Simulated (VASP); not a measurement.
A run of VASP 6.6.1 is set up as follows.

Contents of INCAR:

```
SYSTEM = Si2Mo
PREC = Accurate
ENCUT = 520
EDIFF = 1E-8
ISMEAR = -1
SIGMA = 0.03
LREAL = .False.
LASPH = .True.
NELM = 80
ALGO = Normal
ISIF = 2
LWAVE = .False.
LCHARG = .False.
GGA = PS
LEFG = .True.
ISYM = 0
NBANDS = 18
```

The input KPOINTS:

```
Automatic mesh
0
Gamma
  12 12 16
  0 0 0
```

File POSCAR:

```
Si2Mo
1.0
   -1.6320000000      1.6320000000      3.9305000000
    1.6320000000     -1.6320000000      3.9305000000
    1.6320000000      1.6320000000     -3.9305000000
Si Mo
2 1
Direct
    0.3330000000      0.3330000000      0.0000000000
    0.6670000000      0.6670000000      0.0000000000
    0.0000000000      0.0000000000      0.0000000000
```

Potentials or basis: VASP PAW PBE potentials, release 64 (Si, Mo_sv).

Command:

```sh
$ cat potpaw_PBE.64/Si/POTCAR potpaw_PBE.64/Mo_sv/POTCAR > POTCAR
$ mpirun -np 1 vasp_std > vasp.out
```

Task: Estimate the pressure.

Result: -9.7 GPa.

Task: Estimate the band gap on the k mesh.

Result: Zero (bands 11 and 12 overlap by 0.93 eV).

Task: What does it give for the largest force?

Result: 0.371 eV/Å.

Electric field gradients, principal values (V/Å²):
```
atom   least  middle  greatest (by size)
1 Si   7.046   7.229             -14.275
2 Si   7.046   7.229             -14.275
3 Mo  37.440  38.111             -75.550
```

Caveat: the cell differs from its parent crystal (equal xx and yy strain of +2 %); the cell stands under tension; without QUAD_EFG the Cq values of the log hold for a quadrupole moment of 1 mb, not for the nuclei; the PAW data sets were made with another functional, which shifts forces and pressure a little.
